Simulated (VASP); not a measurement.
# Al in VASP: settings compared

Al is run at these levels: PBE, LDA; tasks: single point.

Program: VASP 6.6.1. These are calculated values, not measurements. Logs are shortened: lines on timing, memory, paths and dates and some standing lists are left out, and cuts for length are marked.

**1. The cell of the first run**

It takes space group C2/m (No. 12, monoclinic). The conventional cell has a = 3.868 Å, b = 3.868 Å, c = 2.869 Å, α = 90.00°, β = 132.06°, γ = 90.00°. Within 3.6 Å of Al (site symmetry 2/m) lie 12 Al at 2.74 to 2.88 Å.

**2. Single point, PBE**

INCAR

```
SYSTEM = Al
PREC = Accurate
ENCUT = 520
EDIFF = 1E-7
ISMEAR = 0
SIGMA = 0.1
LREAL = .FALSE.
LASPH = .TRUE.
NELM = 100
ALGO = Normal
ISIF = 2
LWAVE = .FALSE.
LCHARG = .FALSE.
GGA = PE
NBANDS = 10
```

KPOINTS

```
regular mesh
0
G
  9 9 16
  0 0 0
```

POSCAR

```
Al
1.0
    3.8679257586      0.0000000000      0.0106390743
    0.0000000000      3.8679403904      0.0000000000
   -1.9281036484      0.0000000000      2.1247565053
Al
2
Direct
    0.0000000000      0.0000000000      0.0000000000
    0.5000000000      0.5000000000      0.0000000000
```

Potentials or basis: VASP PAW PBE potentials, release 64 (Al).

Run with:

```bash
$ cat potpaw_PBE.64/Al/POTCAR > POTCAR
$ mpirun -np 1 vasp_std > vasp.out
```

OUTCAR:

```text
SYSTEM = Al
   PREC = Accurate
   ENCUT = 520
   EDIFF = 1E-7
   ISMEAR = 0
   LREAL = .FALSE.
   LASPH = .TRUE.
   NELM = 100
   ISIF = 2
   GGA = PE

 ion  position               nearest neighbor table
   1  0.000  0.000  0.000-   2 2.74   2 2.74   2 2.74   2 2.74   2 2.88   2 2.88   2 2.88   2 2.88

   2  0.500  0.500  0.000-   1 2.74   1 2.74   1 2.74   1 2.74   1 2.88   1 2.88   1 2.88   1 2.88

  LATTYP: Found a simple monoclinic cell.
 ALAT       =     2.8691765170
 B/A-ratio  =     1.3481012296
 C/A-ratio  =     1.0054907748
 COS(beta)  =    -0.0962886870

  Lattice vectors:

 A1 = (  -1.9281036484,   0.0000000000,   2.1247565053)
 A2 = (   0.0000000000,   3.8679403904,   0.0000000000)
 A3 = (  -1.9398221102,   0.0000000000,  -2.1353955796)

Analysis of symmetry for initial positions (statically):
=====================================================================
 Subroutine PRICEL returns following result:

  LATTYP: Found a base centered monoclinic cell.
 ALAT       =     3.8679403904
 B/A-ratio  =     1.0000000000
 C/A-ratio  =     0.7417840575
 COS(beta)  =    -0.6699664637

  Lattice vectors:

 A1 = (   1.9339628793,  -1.9339701952,   0.0053195372)
 A2 = (   1.9339628793,   1.9339701952,   0.0053195372)
 A3 = (  -1.9281036484,   0.0000000000,   2.1247565053)

   2 primitive cells build up your supercell.

 Routine SETGRP: Setting up the symmetry group for a
 simple monoclinic supercell.

 Subroutine GETGRP returns: Found  4 space group operations
 (whereof  4 operations were pure point group operations)
 out of a pool of  4 trial point group operations.

The static configuration has the point symmetry C_2h.

Analysis of symmetry for dynamics (positions and initial velocities):
=====================================================================
 Subroutine PRICEL returns following result:

  LATTYP: Found a base centered monoclinic cell.
 ALAT       =     3.8679403904
 B/A-ratio  =     1.0000000000
 C/A-ratio  =     0.7417840575
 COS(beta)  =    -0.6699664637

  Lattice vectors:

 A1 = (   1.9339628793,  -1.9339701952,   0.0053195372)
 A2 = (   1.9339628793,   1.9339701952,   0.0053195372)
 A3 = (  -1.9281036484,   0.0000000000,   2.1247565053)

   2 primitive cells build up your supercell.

 Routine SETGRP: Setting up the symmetry group for a
 simple monoclinic supercell.

 Subroutine GETGRP returns: Found  4 space group operations
 (whereof  4 operations were pure point group operations)
 out of a pool of  4 trial point group operations.

The dynamic configuration has the point symmetry C_2h.

 Subroutine INISYM returns: Found  4 space group operations
 (whereof  4 operations are pure point group operations),
 and found     2 'primitive' translations

----------------------------------------------------------------------------------------

                                     Primitive cell

  volume of cell :      15.9338

  direct lattice vectors                    reciprocal lattice vectors
     1.933962879 -1.933970195  0.005319537     0.257892799 -0.258535525  0.234024014
     1.933962879  1.933970195  0.005319537     0.257892799  0.258535525  0.234024014
    -1.928103648  0.000000000  2.124756505    -0.001291320  0.000000000  0.469470360

  length of vectors
     2.735046879  2.735046879  2.869176517     0.433724052  0.433724052  0.469472136

  position of ions in fractional coordinates (direct lattice)
     0.000000000  0.000000000  0.000000000

  ion indices of the primitive-cell ions
   primitive index   ion index
                 1           1

----------------------------------------------------------------------------------------

 KPOINTS: regular mesh

Automatic generation of k-mesh.
 Grid dimensions read from file:
 generate k-points for:    9    9   16

 Generating k-lattice:

  Cartesian coordinates                     Fractional coordinates (reciprocal lattice)
     0.028654755  0.000000000  0.026002668     0.111111111  0.000000000 -0.000000000
     0.000000000  0.028726169  0.000000000     0.000000000  0.111111111  0.000000000
    -0.000080708  0.000000000  0.029341897    -0.000000000  0.000000000  0.062500000

  Length of vectors
     0.038694105  0.028726169  0.029342008

  Shift w.r.t. Gamma in fractional coordinates (k-lattice)
     0.000000000  0.000000000  0.000000000

 Subroutine IBZKPT returns following result:
 ===========================================

 Found    365 irreducible k-points:

 Following reciprocal coordinates:
            Coordinates               Weight
  0.000000  0.000000  0.000000      1.000000
  0.111111  0.000000 -0.000000      2.000000
  0.222222  0.000000 -0.000000      2.000000
  0.333333  0.000000 -0.000000      2.000000
  0.444444  0.000000 -0.000000      2.000000
  0.000000  0.111111  0.000000      2.000000
[... 16 lines left out ...]
  0.222222  0.444444 -0.000000      4.000000
  0.333333  0.444444 -0.000000      4.000000
 [... further k-points ...]
   k-points           NKPTS =    365   k-points in BZ     NKDIM =    365   number of bands    NBANDS=     10
   number of dos      NEDOS =    301   number of ions     NIONS =      2
   total plane-waves  NPLWV =  21600
   dimension x,y,z NGX =    30 NGY =   30 NGZ =   24
   dimension x,y,z NGXF=    60 NGYF=   60 NGZF=   48
   ions per type =               2
   NGX,Y,Z   is equivalent  to a cutoff of  12.89, 12.89, 13.91 a.u.
   NGXF,Y,Z  is equivalent  to a cutoff of  25.79, 25.79, 27.81 a.u.
 SYSTEM =  Al
   PREC   = accura    normal or accurate (medium, high low for compatibility)
   ISTART =      0    job   : 0-new  1-cont  2-samecut
   ICHARG =      2    charge: 1-file 2-atom 10-const
   ISPIN  =      1    spin polarized calculation?
   LNONCOLLINEAR =      F non collinear calculations
   LSORBIT =      F    spin-orbit coupling
   LASPH  =      T    aspherical Exc in radial PAW
   ENCUT  =  520.0 eV  38.22 Ry    6.18 a.u.   7.19  7.19  5.33*2*pi/ulx,y,z
   NELM   =    100;   NELMIN=  2; NELMDL= -5     # of ELM steps
   EDIFF  = 0.1E-06   stopping-criterion for ELM
   LREAL  =      F    real-space projection
   EDIFFG = 0.1E-05   stopping-criterion for IOM
   NSW    =      0    number of steps for IOM
   IBRION =     -1    ionic relax: 0-MD 1-quasi-New 2-CG
   NFREE  =      0    steps in history (QN), initial steepest desc. (CG)
   ISIF   =      2    stress and relaxation
   ISYM   =      2    0-nonsym 1-usesym 2-fastsym
   POTIM  = 0.5000    time-step for ionic-motion
   TEBEG  =    0.0;   TEEND  =   0.0 temperature during run
   PSTRESS=    0.0 pullay stress
   NELECT =       6.0000    total number of electrons
   NUPDOWN=      -1.0000    fix difference up-down
   EMIN   =  10.00;   EMAX   =-10.00  energy-range for DOS
   EFERMI =   0.00;   METHOD = LEGACY
   ISMEAR =     0;   SIGMA  =   0.10  broadening in eV -4-tet -1-fermi 0-gaus
   EFERMI_NEDOS =   21; number of points for ismear=-14 and -15
   IALGO  =     38    algorithm
   IMIX   =      4    mixing-type and parameters
     AMIX     =   0.40;   BMIX     =  1.00
     AMIX_MAG =   1.60;   BMIX_MAG =  1.00
  volume/ion in A,a.u.               =      15.93       107.53
  Fermi-wavevector in a.u.,A,eV,Ry     =   0.938301  1.773131 11.978679  0.880408
  Thomas-Fermi vector in A             =   2.065499
   LORBIT       =      0    0 simple, 1 ext, 2 COOP (PROOUT), +10 PAW based schemes
   GGA     = PE    functional components
   LHFCALC =     F    Hartree Fock is set to
   AEXX    =    0.0000 exact exchange contribution
   IVDW    =     0    specifies the selected vdW correction
   LEPSILON=     F    determine dielectric tensor
   LRPA    =     F    only Hartree local field effects (RPA)
 non-spin polarized calculation
 Gauss-broadening in eV      SIGMA  =   0.10
  energy-cutoff  :      520.00
  volume of cell :       31.87
 maximum number of plane-waves:       875
 NGX is ok and might be reduce to    30
   NGX = 15   NGY = 15   NGZ = 11

 number of electron       6.0000000 magnetization

 Free energy of the ion-electron system (eV)
  ---------------------------------------------------
  ext. energy  EPLUGINS =         0.00000000
  ---------------------------------------------------
  free energy    TOTEN  =        -7.45690928 eV

  energy without entropy =       -7.45438859  energy(sigma->0) =       -7.45564893

 E-fermi :   8.3765     XC(G=0): -10.3230

 val. band max:        8.3737520237   @ k =   0.4444   0.2222   0.1250
 cond. band min:       8.3766075110   @ k =  -0.4444   0.0000   0.0625
 fundamental gap:      0.0028554874
 Fermi energy:         8.3765392744

 k-point     1 :       0.0000    0.0000    0.0000
  band No.  band energies     occupation
      1      -3.0083      2.00000
      2       5.8607      2.00000
      3       7.4372      2.00000
      4      13.2514      0.00000
      5      13.3702      0.00000
      6      13.9819      0.00000
      7      17.1924      0.00000
      8      20.5478      0.00000
      9      21.6738      0.00000
     10      21.6819      0.00000

 k-point     2 :       0.1111    0.0000   -0.0000
  band No.  band energies     occupation
      1      -2.7868      2.00000
      2       6.0614      2.00000
      3       7.6400      2.00000
      4      10.4757      0.00000
      5      13.7561      0.00000
      6      15.3706      0.00000
      7      18.6067      0.00000
      8      18.9415      0.00000
      9      19.8098      0.00000
     10      21.4530      0.00000

 k-point     3 :       0.2222    0.0000   -0.0000
  band No.  band energies     occupation
      1      -2.1244      2.00000
      2       6.6643      2.00000
      3       7.3416      2.00000
      4       8.4482      0.31089
      5      14.1628      0.00000
      6      15.7232      0.00000
      7      16.4540      0.00000
      8      17.3203      0.00000
      9      21.3035      0.00000
     10      21.9260      0.00000
[... 248 lines left out ...]
 k-point    23 :       0.2222    0.4444   -0.0000
  band No.  band energies     occupation
      1      -0.1969      2.00000
      2       0.8749      2.00000
      3       9.2720      0.00000
      4      10.2875      0.00000
      5      15.8240      0.00000
      6      16.7685      0.00000
      7      17.3146      0.00000
      8      18.3192      0.00000
      9      19.0989      0.00000
     10      20.1806      0.00000

 k-point    24 :       0.3333    0.4444   -0.0000
  band No.  band energies     occupation
      1       0.8848      2.00000
      2       1.9477      2.00000
      3       6.6096      2.00000
      4       7.6373      2.00000
      5      16.5558      0.00000
      6      17.4905      0.00000
      7      18.2514      0.00000
      8      19.4927      0.00000
      9      20.1846      0.00000
     10      20.2743      0.00000

 [... further k-points ...]
[... 5 lines left out ...]
  --------------------------------------------------------------------------------------
  -------------------------------------------------------------------------------------
  Total        1.0559858      1.1148514     -0.0018539      0.0000000      0.0000000      0.0014632
  in kB       53.0907610     56.0502883     -0.0932089      0.0000000      0.0000000      0.0735631
  external PRESSURE =      36.3492801 kB  Pullay stress =       0.0000000 kB

 VOLUME and BASIS-vectors are now :
 -----------------------------------------------------------------------------
  energy-cutoff  :      520.00
  volume of cell :       31.87
      direct lattice vectors                 reciprocal lattice vectors
     3.867925759  0.000000000  0.010639074     0.257892799  0.000000000  0.234024014
     0.000000000  3.867940390  0.000000000     0.000000000  0.258535525  0.000000000
    -1.928103648  0.000000000  2.124756505    -0.001291320  0.000000000  0.469470360

 POSITION                                       TOTAL-FORCE (eV/Angst)
 -----------------------------------------------------------------------------------
      0.00000      0.00000      0.00000        -0.000000     -0.000000      0.000000
      1.93396      1.93397      0.00532         0.000000      0.000000     -0.000000
 -----------------------------------------------------------------------------------
    total drift:                                0.000000     -0.000000      0.000000

  FREE ENERGIE OF THE ION-ELECTRON SYSTEM (eV)
  ---------------------------------------------------
  free  energy   TOTEN  =        -7.4569092777 eV

  energy  without entropy=       -7.4543885901  energy(sigma->0) =       -7.45564893
```

Run time: 38 s. Hardware: 1 thread of Intel Xeon 6975P-C (Granite Rapids), shared host; peak memory 0.21 GiB.

What came out:

* Free energy: -7.4569 eV
* Pressure: 3.6 GPa
* Band gap on the k mesh: zero (band 3 reaches 14.88 eV, above the bottom of band 4 at 4.45 eV)

**3. Single point, LDA**

INCAR

```
SYSTEM = Al
ALGO = Fast ; EDIFF = 1E-6
ENCUT = 520 ; ISIF = 2
ISMEAR = 0 ; LASPH = .TRUE.
LCHARG = .FALSE. ; LREAL = .FALSE.
LWAVE = .FALSE. ; NBANDS = 10
NELM = 60 ; PREC = Accurate
SIGMA = 0.1
```

KPOINTS

```
k-points
0
G
  9 9 16
  0 0 0
```

POSCAR is that of step 2.

Potentials or basis: VASP PAW LDA potentials, release 64 (Al).

Run with:

```bash
$ cat potpaw_LDA.64/Al/POTCAR > POTCAR
$ mpirun -np 1 vasp_std > vasp.out
```

Wall time 37 s (1 thread of Intel Xeon 6975P-C (Granite Rapids), shared host); peak memory 0.2 GiB.

It converged, with:

```
Free energy            : -8.3611 eV
Pressure               : 0.1 GPa
Band gap on the k mesh : zero (band 3 reaches 14.60 eV, above the bottom of band 4 at 4.25 eV)
```

Stress tensor (GPa, compression positive):
```
 1.61  0.00  0.06
 0.00  1.93  0.00
 0.06  0.00 -3.13
```

Levels at points of the mesh, in eV from the Fermi level:
```
           k point  band 1  band 2  band 3  band 4  band 5  band 6  band 7  band 8
(0.00, 0.00, 0.00)  -11.35   -2.50   -0.95    4.81    5.03    5.55    8.69   12.11
(0.00, 0.00, 0.50)   -3.84   -2.94   -2.50   -0.95    4.82    5.04    5.54    6.07
```

**4. Single point, PBE**

INCAR

```
SYSTEM = Al
  PREC = Accurate
  ENCUT = 520
  EDIFF = 1E-6
  ISMEAR = 0
  SIGMA = 0.1
  LREAL = .FALSE.
  LASPH = .TRUE.
  NELM = 60
  ALGO = Fast
  ISIF = 2
  LWAVE = .FALSE.
  LCHARG = .FALSE.
  GGA = PE
  NBANDS = 10
  ISYM = 0
```

KPOINTS

```
Automatic mesh
0
G
  9 9 16
  0 0 0
```

POSCAR is that of step 3.

Potentials or basis: VASP PAW PBE potentials, release 64 (Al).

Run with:

```bash
$ cat potpaw_PBE.64/Al/POTCAR > POTCAR
$ mpirun -np 1 vasp_std > vasp.out
```

It took 68 s on 1 thread of Intel Xeon 6975P-C (Granite Rapids), shared host; peak memory 0.27 GiB.

The run converged. Its results:

- Free energy: -7.4569 eV
- Pressure: 3.6 GPa
- Band gap on the k mesh: zero (band 3 reaches 14.88 eV, above the bottom of band 4 at 4.45 eV)

Stress tensor (GPa, compression positive):
```
 5.31  0.00  0.01
 0.00  5.61  0.00
 0.01  0.00 -0.01
```

Levels at points of the mesh, in eV from the Fermi level:
| k point | band 1 | band 2 | band 3 | band 4 | band 5 | band 6 | band 7 |
| --- | --- | --- | --- | --- | --- | --- | --- |
| (0.00, 0.00, 0.00) | -11.38 | -2.52 | -0.94 | 4.87 | 4.99 | 5.61 | 8.82 |
| (0.00, 0.00, 0.50) | -3.88 | -2.92 | -2.52 | -0.94 | 4.89 | 5.00 | 5.59 |

[end of part 1 of 2]
